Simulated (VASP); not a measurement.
# SiC (Moissanite) (P6_3mc) in VASP: a series of runs

The runs below take SiC (Moissanite) through single point, with PBEsol.

All numbers are computed with VASP 6.6.1; they aren't measurements. Logs are shortened: lines on timing, memory, paths and dates and some standing lists are left out, and cuts for length are marked.

### 1 The cell of the first run

It takes space group P6_3mc (No. 186, hexagonal). Conventional cell: a = 3.116 Å, b = 3.116 Å, c = 5.114 Å, α = 90.00°, β = 90.00°, γ = 120.00°. Si (site symmetry 3m) has 4 C at 1.89 to 1.97 Å within 2.5 Å. C (site symmetry 3m) has 4 Si at 1.89 to 1.97 Å within 2.5 Å.

### 2 Single point, PBEsol

The input, INCAR:

```
  PREC = Accurate
  ENCUT = 520
  EDIFF = 1E-7
  ISMEAR = 0
  SIGMA = 0.01
  LREAL = F
  LASPH = T
  NELM = 100
  ALGO = Normal
  ISIF = 2
  LWAVE = F
  LCHARG = F
  GGA = PS
  NBANDS = 16
```

The input, KPOINTS:

```
Automatic mesh
0
Gamma
  12 12 4
```

The input, POSCAR:

```
SiC
1.0
    3.1164783262      0.0000000000      0.0000000000
   -1.5582391631      2.6989493987      0.0000000000
    0.0000000000      0.0000000000      5.1144286705
Si C
2 2
Direct
    0.3333333333      0.6666666667      0.0000000000
    0.6666666667      0.3333333333      0.5000000000
    0.3333333333      0.6666666667      0.3850000000
    0.6666666667      0.3333333333      0.8850000000
```

Potentials or basis: VASP PAW PBE potentials, release 64 (Si, C).

On the command line:

```
> cat potpaw_PBE.64/Si/POTCAR potpaw_PBE.64/C/POTCAR > POTCAR
> mpirun -np 1 vasp_std > vasp.out
```

OUTCAR:

```text
PREC = Accurate
   ENCUT = 520
   EDIFF = 1E-7
   ISMEAR = 0
   LREAL = F
   LASPH = T
   NELM = 100
   ISIF = 2
   GGA = PS

 ion  position               nearest neighbor table
   1  0.333  0.667  0.000-   4 1.89   4 1.89   4 1.89   3 1.97   2 3.13   2 3.13   2 3.13   2 3.13
                             2 3.13   2 3.13
   2  0.667  0.333  0.500-   3 1.89   3 1.89   3 1.89   4 1.97   1 3.13   1 3.13   1 3.13   1 3.13
                             1 3.13   1 3.13
   3  0.333  0.667  0.385-   2 1.89   2 1.89   2 1.89   1 1.97
   4  0.667  0.333  0.885-   1 1.89   1 1.89   1 1.89   2 1.97

  LATTYP: Found a hexagonal cell.
 ALAT       =     3.1164783262
 C/A-ratio  =     1.6410923277

  Lattice vectors:

 A1 = (   3.1164783262,   0.0000000000,   0.0000000000)
 A2 = (  -1.5582391631,   2.6989493987,   0.0000000000)
 A3 = (   0.0000000000,   0.0000000000,   5.1144286705)

Analysis of symmetry for initial positions (statically):
=====================================================================
 Subroutine PRICEL returns:
 Original cell was already a primitive cell.

 Routine SETGRP: Setting up the symmetry group for a
 hexagonal supercell.

 Subroutine GETGRP returns: Found 12 space group operations
 (whereof  6 operations were pure point group operations)
 out of a pool of 24 trial point group operations.

The static configuration has the point symmetry C_3v.
 The point group associated with its full space group is C_6v.

Analysis of symmetry for dynamics (positions and initial velocities):
=====================================================================
 Subroutine PRICEL returns:
 Original cell was already a primitive cell.

 Routine SETGRP: Setting up the symmetry group for a
 hexagonal supercell.

 Subroutine GETGRP returns: Found 12 space group operations
 (whereof  6 operations were pure point group operations)
 out of a pool of 24 trial point group operations.

The dynamic configuration has the point symmetry C_3v.
 The point group associated with its full space group is C_6v.

 Subroutine INISYM returns: Found 12 space group operations
 (whereof  6 operations are pure point group operations),
 and found     1 'primitive' translations

----------------------------------------------------------------------------------------

                                     Primitive cell

  volume of cell :      43.0186

  direct lattice vectors                    reciprocal lattice vectors
     3.116478326  0.000000000  0.000000000     0.320875005  0.185257271  0.000000000
    -1.558239163  2.698949399  0.000000000     0.000000000  0.370514542  0.000000000
     0.000000000  0.000000000  5.114428670     0.000000000  0.000000000  0.195525261

  length of vectors
     3.116478326  3.116478324  5.114428670     0.370514542  0.370514542  0.195525261

  position of ions in fractional coordinates (direct lattice)
     0.333333333  0.666666667  0.000000000
     0.666666667  0.333333333  0.500000000
     0.333333333  0.666666667  0.385000000
     0.666666667  0.333333333  0.885000000

  ion indices of the primitive-cell ions
   primitive index   ion index
                 1           1
                 2           2
                 3           3
                 4           4

----------------------------------------------------------------------------------------

 KPOINTS: Automatic mesh

Automatic generation of k-mesh.
 Grid dimensions read from file:
 generate k-points for:   12   12    4

 Generating k-lattice:

  Cartesian coordinates                     Fractional coordinates (reciprocal lattice)
     0.026739584  0.015438106  0.000000000     0.083333333  0.000000000  0.000000000
     0.000000000  0.030876212  0.000000000     0.000000000  0.083333333  0.000000000
     0.000000000  0.000000000  0.048881315     0.000000000  0.000000000  0.250000000

  Length of vectors
     0.030876212  0.030876212  0.048881315

  Shift w.r.t. Gamma in fractional coordinates (k-lattice)
     0.000000000  0.000000000  0.000000000

 Subroutine IBZKPT returns following result:
 ===========================================

 Found     57 irreducible k-points:

 Following reciprocal coordinates:
            Coordinates               Weight
  0.000000  0.000000  0.000000      1.000000
  0.083333 -0.000000  0.000000      6.000000
  0.166667 -0.000000  0.000000      6.000000
  0.250000 -0.000000  0.000000      6.000000
  0.333333 -0.000000  0.000000      6.000000
  0.416667 -0.000000  0.000000      6.000000
[... 16 lines left out ...]
  0.250000 -0.000000  0.250000     12.000000
  0.333333 -0.000000  0.250000     12.000000
 [... further k-points ...]
   k-points           NKPTS =     57   k-points in BZ     NKDIM =     57   number of bands    NBANDS=     16
   number of dos      NEDOS =    301   number of ions     NIONS =      4
   total plane-waves  NPLWV =  23040
   dimension x,y,z NGX =    24 NGY =   24 NGZ =   40
   dimension x,y,z NGXF=    48 NGYF=   48 NGZF=   80
   ions per type =               2   2
   NGX,Y,Z   is equivalent  to a cutoff of  12.80, 12.80, 13.00 a.u.
   NGXF,Y,Z  is equivalent  to a cutoff of  25.61, 25.61, 26.00 a.u.
 SYSTEM =  unknown system
   PREC   = accura    normal or accurate (medium, high low for compatibility)
   ISTART =      0    job   : 0-new  1-cont  2-samecut
   ICHARG =      2    charge: 1-file 2-atom 10-const
   ISPIN  =      1    spin polarized calculation?
   LNONCOLLINEAR =      F non collinear calculations
   LSORBIT =      F    spin-orbit coupling
   LASPH  =      T    aspherical Exc in radial PAW
   ENCUT  =  520.0 eV  38.22 Ry    6.18 a.u.   5.79  5.79  9.51*2*pi/ulx,y,z
   NELM   =    100;   NELMIN=  2; NELMDL= -5     # of ELM steps
   EDIFF  = 0.1E-06   stopping-criterion for ELM
   LREAL  =      F    real-space projection
   EDIFFG = 0.1E-05   stopping-criterion for IOM
   NSW    =      0    number of steps for IOM
   IBRION =     -1    ionic relax: 0-MD 1-quasi-New 2-CG
   NFREE  =      0    steps in history (QN), initial steepest desc. (CG)
   ISIF   =      2    stress and relaxation
   ISYM   =      2    0-nonsym 1-usesym 2-fastsym
   POTIM  = 0.5000    time-step for ionic-motion
   TEBEG  =    0.0;   TEEND  =   0.0 temperature during run
   PSTRESS=    0.0 pullay stress
   NELECT =      16.0000    total number of electrons
   NUPDOWN=      -1.0000    fix difference up-down
   EMIN   =  10.00;   EMAX   =-10.00  energy-range for DOS
   EFERMI =   0.00;   METHOD = LEGACY
   ISMEAR =     0;   SIGMA  =   0.01  broadening in eV -4-tet -1-fermi 0-gaus
   EFERMI_NEDOS =   21; number of points for ismear=-14 and -15
   IALGO  =     38    algorithm
   IMIX   =      4    mixing-type and parameters
     AMIX     =   0.40;   BMIX     =  1.00
     AMIX_MAG =   1.60;   BMIX_MAG =  1.00
  volume/ion in A,a.u.               =      10.75        72.58
  Fermi-wavevector in a.u.,A,eV,Ry     =   1.177324  2.224821 18.858938  1.386093
  Thomas-Fermi vector in A             =   2.313673
   LORBIT       =      0    0 simple, 1 ext, 2 COOP (PROOUT), +10 PAW based schemes
   GGA     = PS    functional components
   LHFCALC =     F    Hartree Fock is set to
   AEXX    =    0.0000 exact exchange contribution
   IVDW    =     0    specifies the selected vdW correction
   LEPSILON=     F    determine dielectric tensor
   LRPA    =     F    only Hartree local field effects (RPA)
 non-spin polarized calculation
 Gauss-broadening in eV      SIGMA  =   0.01
  energy-cutoff  :      520.00
  volume of cell :       43.02
 maximum number of plane-waves:      1184
 NGX is ok and might be reduce to    24
   NGX = 11   NGY = 11   NGZ = 19

 number of electron      16.0000000 magnetization

 Free energy of the ion-electron system (eV)
  ---------------------------------------------------
  ext. energy  EPLUGINS =         0.00000000
  ---------------------------------------------------
  free energy    TOTEN  =       -31.75018257 eV

  energy without entropy =      -31.75018257  energy(sigma->0) =      -31.75018257

 E-fermi :   8.0170     XC(G=0): -11.3297

 val. band max:        7.9166610597   @ k =   0.0000   0.0000   0.0000
 cond. band min:      10.1483800087   @ k =   0.3333   0.3333   0.0000
 fundamental gap:      2.2317189491
 Fermi energy:         8.0169874459

 k-point     1 :       0.0000    0.0000    0.0000
  band No.  band energies     occupation
      1      -7.5157      2.00000
      2      -4.1238      2.00000
      3      -0.6104      2.00000
      4       6.3786      2.00000
      5       6.3786      2.00000
      6       7.6432      2.00000
[... 8 lines left out ...]
     15      16.2929      0.00000
     16      18.8246      0.00000

 k-point     2 :       0.0833   -0.0000    0.0000
  band No.  band energies     occupation
      1      -7.3982      2.00000
      2      -4.0224      2.00000
      3      -0.5020      2.00000
      4       5.7027      2.00000
      5       6.1754      2.00000
      6       7.1856      2.00000
[... 8 lines left out ...]
     15      16.6021      0.00000
     16      17.9787      0.00000

 k-point     3 :       0.1667   -0.0000    0.0000
  band No.  band energies     occupation
      1      -7.0488      2.00000
      2      -3.7266      2.00000
      3      -0.1866      2.00000
      4       4.2427      2.00000
      5       5.7137      2.00000
      6       6.0744      2.00000
[... 8 lines left out ...]
     15      16.9690      0.00000
     16      17.3157      0.00000

 k-point     4 :       0.2500   -0.0000    0.0000
  band No.  band energies     occupation
      1      -6.4784      2.00000
      2      -3.2706      2.00000
      3       0.2819      2.00000
      4       2.6640      2.00000
      5       4.7064      2.00000
      6       5.2109      2.00000
[... 8 lines left out ...]
     15      17.3674      0.00000
     16      18.1938      0.00000

 k-point     5 :       0.3333   -0.0000    0.0000
  band No.  band energies     occupation
      1      -5.7141      2.00000
      2      -2.7666      2.00000
      3       0.4833      2.00000
      4       1.6959      2.00000
      5       3.3208      2.00000
      6       4.7944      2.00000
[... 8 lines left out ...]
     15      18.2054      0.00000
     16      19.2076      0.00000

 k-point     6 :       0.4167   -0.0000    0.0000
  band No.  band energies     occupation
      1      -4.8394      2.00000
      2      -2.5874      2.00000
      3      -0.0114      2.00000
      4       1.9742      2.00000
      5       2.2573      2.00000
      6       4.5262      2.00000
[... 8 lines left out ...]
     15      18.1990      0.00000
     16      19.4746      0.00000
[... 267 lines left out ...]
 k-point    21 :       0.0833   -0.0000    0.2500
  band No.  band energies     occupation
      1      -7.1041      2.00000
      2      -4.9567      2.00000
      3       0.9122      2.00000
      4       5.8950      2.00000
      5       6.2170      2.00000
      6       6.3485      2.00000
[... 8 lines left out ...]
     15      16.0547      0.00000
     16      18.2148      0.00000

 k-point    22 :       0.1667   -0.0000    0.2500
  band No.  band energies     occupation
      1      -6.7571      2.00000
      2      -4.6364      2.00000
      3       1.1560      2.00000
      4       4.5093      2.00000
      5       5.3894      2.00000
      6       5.9065      2.00000
[... 8 lines left out ...]
     15      16.9070      0.00000
     16      18.0219      0.00000

 k-point    23 :       0.2500   -0.0000    0.2500
  band No.  band energies     occupation
      1      -6.1914      2.00000
      2      -4.1268      2.00000
      3       1.3519      2.00000
      4       3.1500      2.00000
      5       4.0246      2.00000
      6       5.4185      2.00000
[... 8 lines left out ...]
     15      17.9966      0.00000
     16      18.2774      0.00000

 k-point    24 :       0.3333   -0.0000    0.2500
  band No.  band energies     occupation
      1      -5.4361      2.00000
      2      -3.4941      2.00000
      3       0.6948      2.00000
      4       2.5058      2.00000
      5       2.9711      2.00000
      6       5.0110      2.00000
[... 8 lines left out ...]
     15      18.7831      0.00000
     16      19.1535      0.00000

 [... further k-points ...]
[... 5 lines left out ...]
  --------------------------------------------------------------------------------------
  -------------------------------------------------------------------------------------
  Total       -1.7087977     -1.7087977     -2.6384379      0.0000000      0.0000000      0.0000000
  in kB      -63.6422092    -63.6422091    -98.2655945      0.0000000      0.0000000      0.0000000
  external PRESSURE =     -75.1833376 kB  Pullay stress =       0.0000000 kB

 VOLUME and BASIS-vectors are now :
 -----------------------------------------------------------------------------
  energy-cutoff  :      520.00
  volume of cell :       43.02
      direct lattice vectors                 reciprocal lattice vectors
     3.116478326  0.000000000  0.000000000     0.320875005  0.185257271  0.000000000
    -1.558239163  2.698949399  0.000000000     0.000000000  0.370514542  0.000000000
     0.000000000  0.000000000  5.114428670     0.000000000  0.000000000  0.195525261

 POSITION                                       TOTAL-FORCE (eV/Angst)
 -----------------------------------------------------------------------------------
     -0.00000      1.79930      0.00000        -0.000000      0.000000      0.690186
      1.55824      0.89965      2.55721         0.000000     -0.000000      0.690186
     -0.00000      1.79930      1.96906        -0.000000      0.000000     -0.690186
      1.55824      0.89965      4.52627         0.000000     -0.000000     -0.690186
 -----------------------------------------------------------------------------------
    total drift:                               -0.000000      0.000000      0.000095

  FREE ENERGIE OF THE ION-ELECTRON SYSTEM (eV)
  ---------------------------------------------------
  free  energy   TOTEN  =       -31.7501825714 eV

  energy  without entropy=      -31.7501825714  energy(sigma->0) =      -31.75018257
```

Wall time 45 s (1 thread of Intel Xeon 8259CL, shared host); peak memory 0.17 GiB.

Results:

```
Free energy            : -31.7502 eV
Pressure               : -7.5 GPa
Largest force          : 0.690 eV/Å
Band gap on the k mesh : 2.23 eV, indirect (least direct gap 3.88 eV)
```

Forces on the atoms (eV/Å):
```
Si   0.000  0.000  0.690
Si   0.000  0.000  0.690
C    0.000  0.000 -0.690
C    0.000  0.000 -0.690
```

Stress tensor (GPa, compression positive):
```
-6.36  0.00  0.00
 0.00 -6.36  0.00
 0.00  0.00 -9.83
```

Caveat: the PAW data sets were made with another functional, which shifts forces and pressure a little. A k mesh can miss the band edges.

[end of part 1 of 2]
